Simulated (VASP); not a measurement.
# CS3 (Pm) in VASP: single point with PBE+D3(BJ)

Aim: the single point of CS3 with PBE+D3(BJ).

Program: VASP 6.6.1. These are calculated values, not measurements. Logs are shortened: lines on timing, memory, paths and dates and some standing lists are left out, and cuts for length are marked.

## (1) The cell of the first run

Symmetry: Pm, No. 6, monoclinic system. The conventional cell has a = 3.498 Å, b = 5.436 Å, c = 7.963 Å, α = 90.00°, β = 97.73°, γ = 90.00°. Within 2.2 Å of C (site symmetry 1) lie 3 S at 1.67 to 1.75 Å. S (site symmetry 1) has 1 C at 1.67 Å within 2.2 Å. S (site symmetry 1) has 1 S at 1.94 Å within 2.6 Å. Within 2.3 Å of S (site symmetry m) lie 2 C at 1.73 Å. S (site symmetry m) has 2 C at 1.75 Å within 2.3 Å.

## (2) Single point, PBE+D3(BJ)

File INCAR:

```
SYSTEM = CS3
ALGO = Normal
EDIFF = 1E-6
ENCUT = 910
GGA = PE
GGA_COMPAT = .False.
ISIF = 2
ISMEAR = 0
IVDW = 12
LASPH = .True.
LCHARG = .True.
LELF = .True.
LREAL = .False.
LVHAR = .True.
LWAVE = .False.
NBANDS = 32
NELM = 120
PREC = Accurate
SIGMA = 0.1
```

File KPOINTS:

```
k-points
0
Gamma
  6 4 2
  0 0 0
```

File POSCAR:

```
CS3
1.0
    3.4982660250      0.0000000000     -0.0045977301
    0.0000000000      5.4359247728      0.0000000000
   -1.0609054669      0.0000000000      7.8923724271
C S
2 6
Direct
    0.2658676217      0.2515137562      0.9763200819
    0.2658676217      0.7484862438      0.9763200819
    0.1955924910      0.7481123464      0.1791551661
    0.1955924910      0.2518876536      0.1791551661
    0.7265875327      0.6784114203      0.4935260193
    0.7265875327      0.3215885797      0.4935260193
    0.4068405692      0.5000000000      0.8630052949
    0.2131120429      0.0000000000      0.8389268640
```

Potentials or basis: VASP PAW PBE potentials, release 64 (C_h, S).

On the command line:

```
> cat potpaw_PBE.64/C_h/POTCAR potpaw_PBE.64/S/POTCAR > POTCAR
> mpirun -np 1 vasp_std > vasp.out
```

OUTCAR:

```text
SYSTEM = CS3
   EDIFF = 1E-6
   ENCUT = 910
   GGA = PE
   ISIF = 2
   ISMEAR = 0
   IVDW = 12
   LASPH = .True.
   LREAL = .False.
   NELM = 120
   PREC = Accurate
 IVDW          = 12

 ion  position               nearest neighbor table
   1  0.266  0.252  0.976-   4 1.67   7 1.73   8 1.75
   2  0.266  0.748  0.976-   3 1.67   7 1.73   8 1.75
   3  0.196  0.748  0.179-   2 1.67   4 2.70   4 2.74
   4  0.196  0.252  0.179-   1 1.67   3 2.70   3 2.74
   5  0.727  0.678  0.494-   6 1.94
   6  0.727  0.322  0.494-   5 1.94
   7  0.407  0.500  0.863-   1 1.73   2 1.73
   8  0.213  0.000  0.839-   1 1.75   2 1.75

  LATTYP: Found a simple monoclinic cell.
 ALAT       =     3.4982690464
 B/A-ratio  =     1.5538898526
 C/A-ratio  =     2.2763708026
 COS(beta)  =    -0.1345258444

  Lattice vectors:

 A1 = (   3.4982660250,   0.0000000000,  -0.0045977301)
 A2 = (   0.0000000000,   5.4359247728,   0.0000000000)
 A3 = (  -1.0609054669,   0.0000000000,   7.8923724271)

Analysis of symmetry for initial positions (statically):
=====================================================================
 Subroutine PRICEL returns:
 Original cell was already a primitive cell.

 Routine SETGRP: Setting up the symmetry group for a
 simple monoclinic supercell.

 Subroutine GETGRP returns: Found  2 space group operations
 (whereof  2 operations were pure point group operations)
 out of a pool of  4 trial point group operations.

The static configuration has the point symmetry C_1h.

Analysis of symmetry for dynamics (positions and initial velocities):
=====================================================================
 Subroutine PRICEL returns:
 Original cell was already a primitive cell.

 Routine SETGRP: Setting up the symmetry group for a
 simple monoclinic supercell.

 Subroutine GETGRP returns: Found  2 space group operations
 (whereof  2 operations were pure point group operations)
 out of a pool of  4 trial point group operations.

The dynamic configuration has the point symmetry C_1h.

 Subroutine INISYM returns: Found  2 space group operations
 (whereof  2 operations are pure point group operations),
 and found     1 'primitive' translations

----------------------------------------------------------------------------------------

                                     Primitive cell

  volume of cell :     150.0573

  direct lattice vectors                    reciprocal lattice vectors
     3.498266025  0.000000000 -0.004597730     0.285906416  0.000000000  0.038432003
     0.000000000  5.435924773  0.000000000     0.000000000  0.183961339  0.000000000
    -1.060905467  0.000000000  7.892372427     0.000166556  0.000000000  0.126727002

  length of vectors
     3.498269046  5.435924773  7.963357517     0.288477897  0.183961339  0.126727112

  position of ions in fractional coordinates (direct lattice)
     0.265867622  0.251513756  0.976320082
     0.265867622  0.748486244  0.976320082
     0.195592491  0.748112346  0.179155166
     0.195592491  0.251887654  0.179155166
     0.726587533  0.678411420  0.493526019
     0.726587533  0.321588580  0.493526019
     0.406840569  0.500000000  0.863005295
     0.213112043  0.000000000  0.838926864

  ion indices of the primitive-cell ions
   primitive index   ion index
                 1           1
                 2           2
                 3           3
                 4           4
                 5           5
                 6           6
                 7           7
                 8           8

----------------------------------------------------------------------------------------

 KPOINTS: k-points

Automatic generation of k-mesh.
 Grid dimensions read from file:
 generate k-points for:    6    4    2

 Generating k-lattice:

  Cartesian coordinates                     Fractional coordinates (reciprocal lattice)
     0.047651069  0.000000000  0.006405334     0.166666667  0.000000000 -0.000000000
     0.000000000  0.045990335  0.000000000     0.000000000  0.250000000  0.000000000
     0.000083278  0.000000000  0.063363501     0.000000000  0.000000000  0.500000000

  Length of vectors
     0.048079650  0.045990335  0.063363556

  Shift w.r.t. Gamma in fractional coordinates (k-lattice)
     0.000000000  0.000000000  0.000000000

 Subroutine IBZKPT returns following result:
 ===========================================

 Found     24 irreducible k-points:

 Following reciprocal coordinates:
            Coordinates               Weight
  0.000000  0.000000  0.000000      1.000000
  0.166667  0.000000  0.000000      2.000000
  0.333333  0.000000  0.000000      2.000000
  0.500000  0.000000  0.000000      1.000000
  0.000000  0.250000  0.000000      2.000000
  0.166667  0.250000  0.000000      4.000000
[... 16 lines left out ...]
  0.333333  0.500000  0.500000      2.000000
  0.500000  0.500000  0.500000      1.000000
   k-points           NKPTS =     24   k-points in BZ     NKDIM =     24   number of bands    NBANDS=     32
   number of dos      NEDOS =    301   number of ions     NIONS =      8
   total plane-waves  NPLWV = 155520
   dimension x,y,z NGX =    36 NGY =   54 NGZ =   80
   dimension x,y,z NGXF=    72 NGYF=  108 NGZF=  160
   ions per type =               2   6
   NGX,Y,Z   is equivalent  to a cutoff of  17.11, 16.51, 16.70 a.u.
   NGXF,Y,Z  is equivalent  to a cutoff of  34.22, 33.03, 33.40 a.u.
 SYSTEM =  CS3
   PREC   = accura    normal or accurate (medium, high low for compatibility)
   ISTART =      0    job   : 0-new  1-cont  2-samecut
   ICHARG =      2    charge: 1-file 2-atom 10-const
   ISPIN  =      1    spin polarized calculation?
   LNONCOLLINEAR =      F non collinear calculations
   LSORBIT =      F    spin-orbit coupling
   LASPH  =      T    aspherical Exc in radial PAW
   ENCUT  =  910.0 eV  66.88 Ry    8.18 a.u.   8.60 13.37 19.59*2*pi/ulx,y,z
   NELM   =    120;   NELMIN=  2; NELMDL= -5     # of ELM steps
   EDIFF  = 0.1E-05   stopping-criterion for ELM
   LREAL  =      F    real-space projection
   EDIFFG = 0.1E-04   stopping-criterion for IOM
   NSW    =      0    number of steps for IOM
   IBRION =     -1    ionic relax: 0-MD 1-quasi-New 2-CG
   NFREE  =      0    steps in history (QN), initial steepest desc. (CG)
   ISIF   =      2    stress and relaxation
   ISYM   =      2    0-nonsym 1-usesym 2-fastsym
   POTIM  = 0.5000    time-step for ionic-motion
   TEBEG  =    0.0;   TEEND  =   0.0 temperature during run
   PSTRESS=    0.0 pullay stress
   NELECT =      44.0000    total number of electrons
   NUPDOWN=      -1.0000    fix difference up-down
   EMIN   =  10.00;   EMAX   =-10.00  energy-range for DOS
   EFERMI =   0.00;   METHOD = LEGACY
   ISMEAR =     0;   SIGMA  =   0.10  broadening in eV -4-tet -1-fermi 0-gaus
   EFERMI_NEDOS =   21; number of points for ismear=-14 and -15
   IALGO  =     38    algorithm
   IMIX   =      4    mixing-type and parameters
     AMIX     =   0.40;   BMIX     =  1.00
     AMIX_MAG =   1.60;   BMIX_MAG =  1.00
  volume/ion in A,a.u.               =      18.76       126.58
  Fermi-wavevector in a.u.,A,eV,Ry     =   1.087610  2.055286 16.094283  1.182896
  Thomas-Fermi vector in A             =   2.223774
   LORBIT       =      0    0 simple, 1 ext, 2 COOP (PROOUT), +10 PAW based schemes
   GGA     = PE    functional components
   LHFCALC =     F    Hartree Fock is set to
   AEXX    =    0.0000 exact exchange contribution
   IVDW    =    12    specifies the selected vdW correction
   LEPSILON=     F    determine dielectric tensor
   LRPA    =     F    only Hartree local field effects (RPA)
 non-spin polarized calculation
 Gauss-broadening in eV      SIGMA  =   0.10
  energy-cutoff  :      910.00
  volume of cell :      150.06
 maximum number of plane-waves:      9390
 NGX is ok and might be reduce to    36
   NGX = 17   NGY = 27   NGZ = 39

 number of electron      44.0000000 magnetization

 Free energy of the ion-electron system (eV)
  ---------------------------------------------------
  ext. energy  EPLUGINS =         0.00000000
  ---------------------------------------------------
  free energy    TOTEN  =       -39.48743266 eV

  energy without entropy =      -39.46795124  energy(sigma->0) =      -39.47769195

 E-fermi :   4.5685     XC(G=0):  -9.2765

 val. band max:        4.5564638876   @ k =   0.0000   0.2500   0.0000
 cond. band min:       4.5812180130   @ k =   0.5000   0.2500   0.5000
 fundamental gap:      0.0247541254
 Fermi energy:         4.5685133199

 k-point     1 :       0.0000    0.0000    0.0000
  band No.  band energies     occupation
      1     -14.5364      2.00000
      2     -11.1822      2.00000
      3     -11.1602      2.00000
      4     -10.7524      2.00000
      5     -10.5462      2.00000
      6      -7.6118      2.00000
[... 24 lines left out ...]
     31       9.5727      0.00000
     32      10.2936      0.00000

 k-point     2 :       0.1667    0.0000    0.0000
  band No.  band energies     occupation
      1     -14.4559      2.00000
      2     -11.1143      2.00000
      3     -11.0725      2.00000
      4     -10.6976      2.00000
      5     -10.4935      2.00000
      6      -7.5624      2.00000
[... 24 lines left out ...]
     31      10.2305      0.00000
     32      10.5251      0.00000
[... 733 lines left out ...]
     31      10.0781      0.00000
     32      10.6107      0.00000

 k-point    24 :       0.5000    0.5000    0.5000
  band No.  band energies     occupation
      1     -13.2505      2.00000
      2     -13.1914      2.00000
      3     -10.6646      2.00000
      4     -10.0164      2.00000
      5      -9.8936      2.00000
      6      -5.7967      2.00000
[... 24 lines left out ...]
     31       9.8994      0.00000
     32      10.5188      0.00000

------------------------ aborting loop because EDIFF is reached ----------------------------------------

 Edisp (eV)   -1.98365

 E8    (eV) :    -0.6959

  FORCE on cell =-STRESS in cart. coord.  units (eV):
  Direction    XX          YY          ZZ          XY          YZ          ZX
  --------------------------------------------------------------------------------------
  -------------------------------------------------------------------------------------
  Total      -0.08162    -0.85582    -0.77376     0.00000     0.00000     0.20598
  in kB      -0.87141    -9.13763    -8.26151     0.00000     0.00000     2.19929
  external pressure =       -6.09 kB  Pullay stress =        0.00 kB

 VOLUME and BASIS-vectors are now :
 -----------------------------------------------------------------------------
  energy-cutoff  :      910.00
  volume of cell :      150.06
      direct lattice vectors                 reciprocal lattice vectors
     3.498266025  0.000000000 -0.004597730     0.285906416  0.000000000  0.038432003
     0.000000000  5.435924773  0.000000000     0.000000000  0.183961339  0.000000000
    -1.060905467  0.000000000  7.892372427     0.000166556  0.000000000  0.126727002

 POSITION                                       TOTAL-FORCE (eV/Angst)
 -----------------------------------------------------------------------------------
     -0.10571      1.36721      7.70426        -0.012349     -0.000676      0.051895
     -0.10571      4.06871      7.70426        -0.012349      0.000676      0.051895
      0.49417      4.06668      1.41306         0.049382     -0.021961     -0.166108
      0.49417      1.36924      1.41306         0.049382      0.021961     -0.166108
      2.01821      3.68779      3.89175        -0.001991     -0.195304      0.006029
      2.01821      1.74813      3.89175        -0.001991      0.195304      0.006029
      0.50767      2.71796      6.80929        -0.084973      0.000000      0.102456
     -0.14450      0.00000      6.62014         0.014888      0.000000      0.113911
 -----------------------------------------------------------------------------------
    total drift:                                0.000152     -0.000000     -0.000072

  FREE ENERGIE OF THE ION-ELECTRON SYSTEM (eV)
  ---------------------------------------------------
  free  energy   TOTEN  =       -41.4710810005 eV

  energy  without entropy=      -41.4515995817  energy(sigma->0) =      -41.46134029
```

Wall time 3.7 min (1 thread of Intel Xeon Platinum 8259CL at 2.50GHz (Skylake/Cascade Lake), shared host); peak memory 0.51 GiB.

What came out:

- Free energy: -41.4711 eV
- Pressure: -0.6 GPa
- Largest force: 0.195 eV/Å
- Band gap on the k mesh: zero (bands 22 and 23 overlap by 1.17 eV)
- Dispersion energy per atom: -0.248 eV

Forces on the atoms (eV/Å):
```
C   -0.012 -0.001  0.052
C   -0.012  0.001  0.052
S    0.049 -0.022 -0.166
S    0.049  0.022 -0.166
S   -0.002 -0.195  0.006
S   -0.002  0.195  0.006
S   -0.085  0.000  0.102
S    0.015  0.000  0.114
```

Stress tensor (GPa, compression positive):
```
-0.09  0.00  0.22
 0.00 -0.91  0.00
 0.22  0.00 -0.83
```

Caveat: the k points lie up to 0.40 Å⁻¹ apart, too coarse for converged energies and pressures of a metal; the cutoff is under 1.25 times the usual one of these potentials, so pressure, stress and relaxed cells hold a basis-set (Pulay) error.
